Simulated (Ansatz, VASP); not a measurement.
# Pb: VASP beside Ansatz

```
Pb
1.0
    -1.95290    1.95290    1.95290
     1.95290   -1.95290    1.95290
     1.95290    1.95290   -1.95290
Pb
1
Direct
  0.00000 0.00000 0.00000
```

Change from the starting cell: volume scaled by 0.96.

Alike in both runs: task single point; functional pbe exchange, pbesol correlation; k mesh 9 × 9 × 9; occupations gaussian, width 0.01 eV; no spin polarisation.

```csv
,VASP,Ansatz
version,VASP 6.6.1,Ansatz 0.2.0
potentials or method,"VASP PAW PBE potentials, release 64 (Pb_d), cutoff 500 eV","all-electron LAPW, scalar-relativistic"
```

|  | VASP | Ansatz | Ansatz less VASP |
| --- | --- | --- | --- |
| gap on the k mesh at the Fermi level (eV) | none | none | - |
| pressure (GPa) | 3.4 | 3.5 | +0.07 |

VASP's potentials were made for PBE, not for pbe exchange, pbesol correlation. A gap of «none» marks a metal or a gap that the smearing closes. Ansatz ran all-electron here, and VASP with PAW potentials.

Spin-orbit coupling is off throughout.
